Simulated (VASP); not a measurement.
# InAs (I4/mmm) in VASP: a series of runs

The runs below take InAs through single point, with PBEsol.

Program: VASP 6.6.1. These are calculated values, not measurements. Logs are shortened: lines on timing, memory, paths and dates and some standing lists are left out, and cuts for length are marked.

### 1 The cell of the first run

Symmetry: I4/mmm, No. 139, tetragonal system. Conventional cell: a = 3.677 Å, b = 3.677 Å, c = 6.105 Å, α = 90.00°, β = 90.00°, γ = 90.00°. Within 3.4 Å of In (site symmetry 4/mmm) lie 6 As at 2.60 to 3.05 Å. Within 3.4 Å of As (site symmetry 4/mmm) lie 6 In at 2.60 to 3.05 Å.

### 2 Single point, PBEsol (strain -0.080 along x and y, +0.080 along z)

File INCAR:

```
SYSTEM = InAs
PREC = Accurate
ENCUT = 520
EDIFF = 1E-7
ISMEAR = 0
SIGMA = 0.15
LREAL = .FALSE.
LASPH = .TRUE.
NELM = 100
ALGO = Normal
ISIF = 2
LWAVE = .FALSE.
LCHARG = .FALSE.
GGA = PS
NBANDS = 16
```

File KPOINTS:

```
regular mesh
0
G
  18 18 18
  0 0 0
```

File POSCAR:

```
InAs
1.0
    0.0000000000      2.6003469188      3.0525811656
    2.6003469188      0.0000000000      3.0525811656
    2.6003469188      2.6003469188      0.0000000000
In As
1 1
Direct
    0.5000000000      0.5000000000      0.5000000000
    0.0000000000      0.0000000000      0.0000000000
```

Potentials or basis: VASP PAW PBE potentials, release 64 (In_d, As).

The run is started by

```
$ cat potpaw_PBE.64/In_d/POTCAR potpaw_PBE.64/As/POTCAR > POTCAR
$ mpirun -np 1 vasp_std > vasp.out
```

OUTCAR:

```text
SYSTEM = InAs
   PREC = Accurate
   ENCUT = 520
   EDIFF = 1E-7
   ISMEAR = 0
   LREAL = .FALSE.
   LASPH = .TRUE.
   NELM = 100
   ISIF = 2
   GGA = PS

 ion  position               nearest neighbor table
   1  0.500  0.500  0.500-   2 2.60   2 2.60   2 2.60   2 2.60   2 3.05   2 3.05
   2  0.000  0.000  0.000-   1 2.60   1 2.60   1 2.60   1 2.60   1 3.05   1 3.05

  LATTYP: Found a body centered tetragonal cell.
 ALAT       =     3.6774458794
 C/A-ratio  =     1.6601637472

  Lattice vectors:

 A1 = (  -2.6003469188,   0.0000000000,   3.0525811656)
 A2 = (   2.6003469188,   0.0000000000,   3.0525811656)
 A3 = (   0.0000000000,   2.6003469188,  -3.0525811656)

Analysis of symmetry for initial positions (statically):
=====================================================================
 Subroutine PRICEL returns:
 Original cell was already a primitive cell.

 Routine SETGRP: Setting up the symmetry group for a
 body centered tetragonal supercell.

 Subroutine GETGRP returns: Found 16 space group operations
 (whereof 16 operations were pure point group operations)
 out of a pool of 16 trial point group operations.

The static configuration has the point symmetry D_4h.

Analysis of symmetry for dynamics (positions and initial velocities):
=====================================================================
 Subroutine PRICEL returns:
 Original cell was already a primitive cell.

 Routine SETGRP: Setting up the symmetry group for a
 body centered tetragonal supercell.

 Subroutine GETGRP returns: Found 16 space group operations
 (whereof 16 operations were pure point group operations)
 out of a pool of 16 trial point group operations.

The dynamic configuration has the point symmetry D_4h.

 Subroutine INISYM returns: Found 16 space group operations
 (whereof 16 operations are pure point group operations),
 and found     1 'primitive' translations

----------------------------------------------------------------------------------------

                                     Primitive cell

  volume of cell :      41.2819

  direct lattice vectors                    reciprocal lattice vectors
     0.000000000  2.600346919  3.052581166    -0.192282036  0.192282036  0.163795808
     2.600346919  0.000000000  3.052581166     0.192282036 -0.192282036  0.163795808
     2.600346919  2.600346919  0.000000000     0.192282036  0.192282036 -0.163795808

  length of vectors
     4.009994498  4.009994498  3.677445879     0.317448940  0.317448940  0.317448940

  position of ions in fractional coordinates (direct lattice)
     0.500000000  0.500000000  0.500000000
     0.000000000  0.000000000  0.000000000

  ion indices of the primitive-cell ions
   primitive index   ion index
                 1           1
                 2           2

----------------------------------------------------------------------------------------

 KPOINTS: regular mesh

Automatic generation of k-mesh.
 Grid dimensions read from file:
 generate k-points for:   18   18   18

 Generating k-lattice:

  Cartesian coordinates                     Fractional coordinates (reciprocal lattice)
    -0.010682335  0.010682335  0.009099767     0.055555556  0.000000000  0.000000000
     0.010682335 -0.010682335  0.009099767     0.000000000  0.055555556  0.000000000
     0.010682335  0.010682335 -0.009099767     0.000000000  0.000000000  0.055555556

  Length of vectors
     0.017636052  0.017636052  0.017636052

  Shift w.r.t. Gamma in fractional coordinates (k-lattice)
     0.000000000  0.000000000  0.000000000

 Subroutine IBZKPT returns following result:
 ===========================================

 Found    480 irreducible k-points:

 Following reciprocal coordinates:
            Coordinates               Weight
  0.000000  0.000000  0.000000      1.000000
  0.055556  0.000000  0.000000      8.000000
  0.111111  0.000000  0.000000      8.000000
  0.166667 -0.000000  0.000000      8.000000
  0.222222  0.000000  0.000000      8.000000
  0.277778  0.000000  0.000000      8.000000
[... 16 lines left out ...]
 -0.277778  0.055556  0.000000      8.000000
 -0.222222  0.055556  0.000000      8.000000
 [... further k-points ...]
   k-points           NKPTS =    480   k-points in BZ     NKDIM =    480   number of bands    NBANDS=     16
   number of dos      NEDOS =    301   number of ions     NIONS =      2
   total plane-waves  NPLWV =  25200
   dimension x,y,z NGX =    30 NGY =   30 NGZ =   28
   dimension x,y,z NGXF=    60 NGYF=   60 NGZF=   56
   ions per type =               1   1
   NGX,Y,Z   is equivalent  to a cutoff of  12.44, 12.44, 12.66 a.u.
   NGXF,Y,Z  is equivalent  to a cutoff of  24.87, 24.87, 25.32 a.u.
 SYSTEM =  InAs
   PREC   = accura    normal or accurate (medium, high low for compatibility)
   ISTART =      0    job   : 0-new  1-cont  2-samecut
   ICHARG =      2    charge: 1-file 2-atom 10-const
   ISPIN  =      1    spin polarized calculation?
   LNONCOLLINEAR =      F non collinear calculations
   LSORBIT =      F    spin-orbit coupling
   LASPH  =      T    aspherical Exc in radial PAW
   ENCUT  =  520.0 eV  38.22 Ry    6.18 a.u.   7.46  7.46  6.84*2*pi/ulx,y,z
   NELM   =    100;   NELMIN=  2; NELMDL= -5     # of ELM steps
   EDIFF  = 0.1E-06   stopping-criterion for ELM
   LREAL  =      F    real-space projection
   EDIFFG = 0.1E-05   stopping-criterion for IOM
   NSW    =      0    number of steps for IOM
   IBRION =     -1    ionic relax: 0-MD 1-quasi-New 2-CG
   NFREE  =      0    steps in history (QN), initial steepest desc. (CG)
   ISIF   =      2    stress and relaxation
   ISYM   =      2    0-nonsym 1-usesym 2-fastsym
   POTIM  = 0.5000    time-step for ionic-motion
   TEBEG  =    0.0;   TEEND  =   0.0 temperature during run
   PSTRESS=    0.0 pullay stress
   NELECT =      18.0000    total number of electrons
   NUPDOWN=      -1.0000    fix difference up-down
   EMIN   =  10.00;   EMAX   =-10.00  energy-range for DOS
   EFERMI =   0.00;   METHOD = LEGACY
   ISMEAR =     0;   SIGMA  =   0.15  broadening in eV -4-tet -1-fermi 0-gaus
   EFERMI_NEDOS =   21; number of points for ismear=-14 and -15
   IALGO  =     38    algorithm
   IMIX   =      4    mixing-type and parameters
     AMIX     =   0.40;   BMIX     =  1.00
     AMIX_MAG =   1.60;   BMIX_MAG =  1.00
  volume/ion in A,a.u.               =      20.64       139.29
  Fermi-wavevector in a.u.,A,eV,Ry     =   1.241402  2.345909 20.967648  1.541079
  Thomas-Fermi vector in A             =   2.375801
   LORBIT       =      0    0 simple, 1 ext, 2 COOP (PROOUT), +10 PAW based schemes
   GGA     = PS    functional components
   LHFCALC =     F    Hartree Fock is set to
   AEXX    =    0.0000 exact exchange contribution
   IVDW    =     0    specifies the selected vdW correction
   LEPSILON=     F    determine dielectric tensor
   LRPA    =     F    only Hartree local field effects (RPA)
 non-spin polarized calculation
 Gauss-broadening in eV      SIGMA  =   0.15
  energy-cutoff  :      520.00
  volume of cell :       41.28
 maximum number of plane-waves:      1131
 NGX is ok and might be reduce to    30
   NGX = 15   NGY = 15   NGZ = 13

 number of electron      18.0000003 magnetization

 Free energy of the ion-electron system (eV)
  ---------------------------------------------------
  ext. energy  EPLUGINS =         0.00000000
  ---------------------------------------------------
  free energy    TOTEN  =        -7.79955071 eV

  energy without entropy =       -7.79034841  energy(sigma->0) =       -7.79494956

 E-fermi :   7.4970     XC(G=0): -10.8809

 val. band max:        7.4928212056   @ k =   0.1667  -0.0000   0.1111
 cond. band min:       7.5038057758   @ k =   0.1667  -0.0000   0.0000
 fundamental gap:      0.0109845702
 Fermi energy:         7.4970074918

 k-point     1 :       0.0000    0.0000    0.0000
  band No.  band energies     occupation
      1      -7.2742      2.00000
      2      -7.1470      2.00000
      3      -7.1162      2.00000
      4      -7.0116      2.00000
      5      -7.0116      2.00000
      6      -5.6378      2.00000
[... 8 lines left out ...]
     15      15.6251      0.00000
     16      16.2203      0.00000

 k-point     2 :       0.0556    0.0000    0.0000
  band No.  band energies     occupation
      1      -7.2670      2.00000
      2      -7.1441      2.00000
      3      -7.1206      2.00000
      4      -7.0126      2.00000
      5      -7.0102      2.00000
      6      -5.6047      2.00000
[... 8 lines left out ...]
     15      15.8856      0.00000
     16      16.7988      0.00000

 k-point     3 :       0.1111    0.0000    0.0000
  band No.  band energies     occupation
      1      -7.2486      2.00000
      2      -7.1345      2.00000
      3      -7.1333      2.00000
      4      -7.0154      2.00000
      5      -7.0059      2.00000
      6      -5.5042      2.00000
[... 8 lines left out ...]
     15      16.3264      0.00000
     16      16.3807      0.00000

 k-point     4 :       0.1667   -0.0000    0.0000
  band No.  band energies     occupation
      1      -7.2273      2.00000
      2      -7.1528      2.00000
      3      -7.1162      2.00000
      4      -7.0196      2.00000
      5      -6.9991      2.00000
      6      -5.3340      2.00000
[... 8 lines left out ...]
     15      16.1416      0.00000
     16      16.3355      0.00000

 k-point     5 :       0.2222    0.0000    0.0000
  band No.  band energies     occupation
      1      -7.2107      2.00000
      2      -7.1767      2.00000
      3      -7.0903      2.00000
      4      -7.0231      2.00000
      5      -6.9905      2.00000
      6      -5.0940      2.00000
[... 8 lines left out ...]
     15      16.4655      0.00000
     16      16.5684      0.00000

 k-point     6 :       0.2778    0.0000    0.0000
  band No.  band energies     occupation
      1      -7.2022      2.00000
      2      -7.2006      2.00000
      3      -7.0688      2.00000
      4      -7.0177      2.00000
      5      -6.9812      2.00000
      6      -4.7901      2.00000
[... 8 lines left out ...]
     15      16.9714      0.00000
     16      17.2909      0.00000

 k-point     7 :       0.3333   -0.0000    0.0000
  band No.  band energies     occupation
      1      -7.2261      2.00000
      2      -7.1950      2.00000
      3      -7.0647      2.00000
      4      -6.9964      2.00000
      5      -6.9723      2.00000
      6      -4.4399      2.00000
[... 8 lines left out ...]
     15      17.5915      0.00000
     16      18.2433      0.00000

 k-point     8 :       0.3889    0.0000    0.0000
  band No.  band energies     occupation
      1      -7.2454      2.00000
      2      -7.1921      2.00000
      3      -7.0684      2.00000
      4      -6.9723      2.00000
      5      -6.9651      2.00000
      6      -4.0813      2.00000
[... 8 lines left out ...]
     15      18.2878      0.00000
     16      19.2849      0.00000

 k-point     9 :       0.4444    0.0000    0.0000
  band No.  band energies     occupation
      1      -7.2580      2.00000
      2      -7.1908      2.00000
      3      -7.0722      2.00000
      4      -6.9603      2.00000
      5      -6.9557      2.00000
      6      -3.7877      2.00000
[... 8 lines left out ...]
     15      18.9717      0.00000
     16      20.0661      0.00000
[... 172 lines left out ...]
 k-point    19 :       0.5000    0.0556    0.0000
  band No.  band energies     occupation
      1      -7.2574      2.00000
      2      -7.1979      2.00000
      3      -7.0712      2.00000
      4      -6.9604      2.00000
      5      -6.9578      2.00000
      6      -3.6665      2.00000
[... 8 lines left out ...]
     15      19.3789      0.00000
     16      19.9756      0.00000

 k-point    20 :      -0.4444    0.0556    0.0000
  band No.  band energies     occupation
      1      -7.2618      2.00000
      2      -7.1913      2.00000
      3      -7.0713      2.00000
      4      -6.9591      2.00000
      5      -6.9534      2.00000
      6      -3.6769      2.00000
[... 8 lines left out ...]
     15      18.9633      0.00000
     16      20.5813      0.00000

 k-point    21 :      -0.3889    0.0556    0.0000
  band No.  band energies     occupation
      1      -7.2576      2.00000
      2      -7.1859      2.00000
      3      -7.0687      2.00000
      4      -6.9636      2.00000
      5      -6.9576      2.00000
      6      -3.9059      2.00000
[... 8 lines left out ...]
     15      18.2456      0.00000
     16      20.5428      0.00000

 k-point    22 :      -0.3333    0.0556    0.0000
  band No.  band energies     occupation
      1      -7.2452      2.00000
      2      -7.1824      2.00000
      3      -7.0637      2.00000
      4      -6.9732      2.00000
      5      -6.9706      2.00000
      6      -4.2515      2.00000
[... 8 lines left out ...]
     15      17.5258      0.00000
     16      19.6254      0.00000

 k-point    23 :      -0.2778    0.0556    0.0000
  band No.  band energies     occupation
      1      -7.2261      2.00000
      2      -7.1816      2.00000
      3      -7.0575      2.00000
      4      -6.9983      2.00000
      5      -6.9792      2.00000
      6      -4.6184      2.00000
[... 8 lines left out ...]
     15      16.8848      0.00000
     16      18.5527      0.00000

 k-point    24 :      -0.2222    0.0556    0.0000
  band No.  band energies     occupation
      1      -7.2025      2.00000
      2      -7.1848      2.00000
      3      -7.0570      2.00000
      4      -7.0248      2.00000
      5      -6.9884      2.00000
      6      -4.9519      2.00000
[... 8 lines left out ...]
     15      16.3493      0.00000
     16      17.5610      0.00000

 [... further k-points ...]
[... 5 lines left out ...]
  --------------------------------------------------------------------------------------
  -------------------------------------------------------------------------------------
  Total        5.2042544      5.2042544     -0.6453573      0.0000000     -0.0000000      0.0000000
  in kB      201.9804333    201.9804333    -25.0467272      0.0000000     -0.0000000      0.0000000
  external PRESSURE =     126.3047132 kB  Pullay stress =       0.0000000 kB

 VOLUME and BASIS-vectors are now :
 -----------------------------------------------------------------------------
  energy-cutoff  :      520.00
  volume of cell :       41.28
      direct lattice vectors                 reciprocal lattice vectors
     0.000000000  2.600346919  3.052581166    -0.192282036  0.192282036  0.163795808
     2.600346919  0.000000000  3.052581166     0.192282036 -0.192282036  0.163795808
     2.600346919  2.600346919  0.000000000     0.192282036  0.192282036 -0.163795808

 POSITION                                       TOTAL-FORCE (eV/Angst)
 -----------------------------------------------------------------------------------
      2.60035      2.60035      3.05258         0.000000      0.000000     -0.000000
      0.00000      0.00000      0.00000         0.000000      0.000000      0.000000
 -----------------------------------------------------------------------------------
    total drift:                                0.000000      0.000000      0.000000

  FREE ENERGIE OF THE ION-ELECTRON SYSTEM (eV)
  ---------------------------------------------------
  free  energy   TOTEN  =        -7.7995507062 eV

  energy  without entropy=       -7.7903484065  energy(sigma->0) =       -7.79494956
```

It took 4.9 min on 1 thread of Intel Xeon Platinum 8124M at 3.00GHz (Skylake/Cascade Lake), shared host; peak memory 0.44 GiB.

What came out:

```
Free energy            : -7.7996 eV
Pressure               : 12.6 GPa
Band gap on the k mesh : zero (band 9 reaches 8.34 eV, above the bottom of band 10 at 5.30 eV)
```

Caveat: the cell differs from its parent crystal (strain -0.080 along x and y, +0.080 along z); the PAW data sets were made with another functional, which shifts forces and pressure a little; spin-orbit coupling is left out, which moves the levels of the heavy elements.

(Part 1 of 2 ends here.)
